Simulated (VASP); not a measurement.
Set up this calculation in VASP 6.6.1, as the native input.

* Task: single point
* Functional: LDA
* Potentials or basis: VASP PAW LDA potentials, release 64 (Ga_d, P)
* Cutoff: 520 eV
* k mesh: 10 × 10 × 10
* Occupations: fermi-dirac, width 0.05 eV
* Spin: no spin polarisation
* Dipole correction: no
* Further INCAR settings: ALGO = Normal; EDIFF = 1e-06; NBANDS = 16

The structure of GaP lies in POSCAR:

```
GaP
1.0
    0.0000000000      2.7611126653      2.7611126653
    2.7611126653      0.0000000000      2.7611126653
    2.7611126653      2.7611126653      0.0000000000
Ga P
1 1
Direct
    0.0000000000      0.0000000000      0.0000000000
    0.7500000000      0.7500000000      0.7500000000
```

This cell differs from its parent crystal: volume scaled by 1.04.

One way to write it, as run:

INCAR

```
ALGO = Normal
EDIFF = 1E-6
ENCUT = 520
ISIF = 2
ISMEAR = -1
LASPH = True
LCHARG = True
LELF = True
LREAL = False
LVHAR = True
LWAVE = False
NBANDS = 16
NELM = 80
PREC = Accurate
SIGMA = 0.05
```

KPOINTS

```
k-points
0
Gamma
  10 10 10
```

Potentials or basis: VASP PAW LDA potentials, release 64 (Ga_d, P).

Command:

```console
$ cat potpaw_LDA.64/Ga_d/POTCAR potpaw_LDA.64/P/POTCAR > POTCAR
$ mpirun -np 1 vasp_std > vasp.out
```

Results of the run:

| Quantity | Value |
| --- | --- |
| Pressure | -5.5 GPa |
| Band gap on the k mesh | 1.32 eV, direct |

It took 25 s on 1 thread of Intel(R) Xeon(R) Platinum 8488C (Sapphire Rapids), on a shared host, peak memory 0.16 GiB.
